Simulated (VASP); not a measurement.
A run of VASP 6.6.1 is set up as follows.

Contents of INCAR:

```
PREC = Accurate
ENCUT = 520
EDIFF = 1E-6
ISMEAR = 0
SIGMA = 0.1
LREAL = F
LASPH = T
NELM = 100
ALGO = Normal
ISIF = 2
LWAVE = F
LCHARG = F
GGA = PE
NBANDS = 24
```

File KPOINTS:

```
Automatic mesh
0
Gamma
  6 6 4
```

The input POSCAR:

```
GaS3
1.0
    3.8428691000      0.0000000000      0.0000000000
   -1.9214345500      3.3280222600      0.0000000000
    0.0000000000      0.0000000000      7.2620894300
Ga S
1 3
Direct
    0.0000000000      0.0000000000      0.0000000000
    0.5000000000      0.0000000000      0.0000000000
    0.0000000000      0.5000000000      0.0000000000
    0.5000000000      0.5000000000      0.0000000000
```

Potentials or basis: VASP PAW PBE potentials, release 64 (Ga_d, S).

Run with:

```console
$ cat potpaw_PBE.64/Ga_d/POTCAR potpaw_PBE.64/S/POTCAR > POTCAR
$ mpirun -np 1 vasp_std > vasp.out
```

Predict the pressure.

103.5 GPa.

What does it give for the band gap on the k mesh?

Zero (an odd number of electrons rules out a gap without spin polarisation).

Stress tensor (GPa, compression positive):
```
155.35   0.00   0.00
  0.00 155.35   0.00
  0.00   0.00  -0.31
```

Caveat: the cell stands under pressure.
